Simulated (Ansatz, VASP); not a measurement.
## One calculation of Au, two programs

```
CELL_PARAMETERS angstrom
0.00000 2.06152 2.06152
2.06152 0.00000 2.06152
2.06152 2.06152 0.00000
ATOMIC_POSITIONS crystal
Au 0.00000 0.00000 0.00000
```

Alike in both runs: task single point; functional r2SCAN; k mesh 13 × 13 × 13; occupations gaussian, width 1 eV; no spin polarisation.

```csv
,VASP,Ansatz
version,VASP 6.6.1,Ansatz 0.2.0
potentials or method,"VASP PAW PBE potentials, release 64 (Au), cutoff 520 eV","plane waves (500 eV) with PAW, scalar-relativistic"
valence electrons in the cell,11,19
```

|  | VASP | Ansatz | Ansatz less VASP |
| --- | --- | --- | --- |
| pressure (GPa) | 0.8 | 0.5 | -0.26 |

VASP's potentials were made for PBE, not for r2SCAN. The functional is the same, so the differences come from potentials, cutoffs and numerics. VASP's potentials hold 11 valence electrons a cell and Ansatz's 19, so a difference there can come from the potentials and not from the codes.

Spin-orbit coupling is off throughout.
